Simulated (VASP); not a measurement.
The system is Ni.

```
Ni
1.0
     0.00000    1.76987    1.76987
     1.76987    0.00000    1.76987
     1.76987    1.76987    0.00000
Ni
1
Direct
  0.00000 0.00000 0.00000
```

Base run:

- Program: VASP 6.6.1
- Functional: PBE
- Potentials or basis: VASP PAW PBE potentials, release 64 (Ni_sv_GW)
- Cutoff: 590 eV
- k mesh: 12 × 12 × 12
- Occupations: fermi-dirac, width 0.05 eV
- Spin: collinear spin, ferromagnetic start
- Starting moments: [0.51] μB
- Fixed moment: 0.51 μB
- Hubbard terms: Ni d U = 6.2 eV

Its results: pressure -7.3 GPa; site moments Ni +0.65 μB.

Question: The run is repeated on the same cell with these changes: fixed moment from 0.51 μB to 1.8 μB; moments at the start from [0.51] to [1.8]. What comes out?

Answer: Pressure 18.7 GPa; site moments Ni +1.72 μB.

Caveats: the total moment is fixed, so each spin has its own Fermi level; the U is typed as a test and isn't derived for this compound.
